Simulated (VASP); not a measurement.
Crystal: Nb.

```xyz
1
Lattice="-1.6577 1.6577 1.6577 1.6577 -1.6577 1.6577 1.6577 1.6577 -1.6577" Properties=species:S:1:pos:R:3 pbc="T T T"
Nb    0.0000    0.0000    0.0000
```

Base run:

| Property | Result |
| --- | --- |
| Program | VASP 6.6.1 |
| Functional | r2SCAN |
| Potentials or basis | VASP PAW PBE potentials, release 64 (Nb_sv) |
| Cutoff | 520 eV |
| k mesh | 18 × 18 × 18 |
| Occupations | gaussian, width 0.05 eV |
| Spin | no spin polarisation |

Its results: pressure -1.8 GPa.

The run is repeated on the same cell with these changes: functional from r2SCAN to PBE; k mesh from 18 × 18 × 18 to 8 × 8 × 8. What comes out?

Pressure -0.7 GPa.

Several settings changed at once, so the effect can't be laid on one alone.

Caveats: the PAW data sets were made with another functional, which shifts forces and pressure a little (some runs).
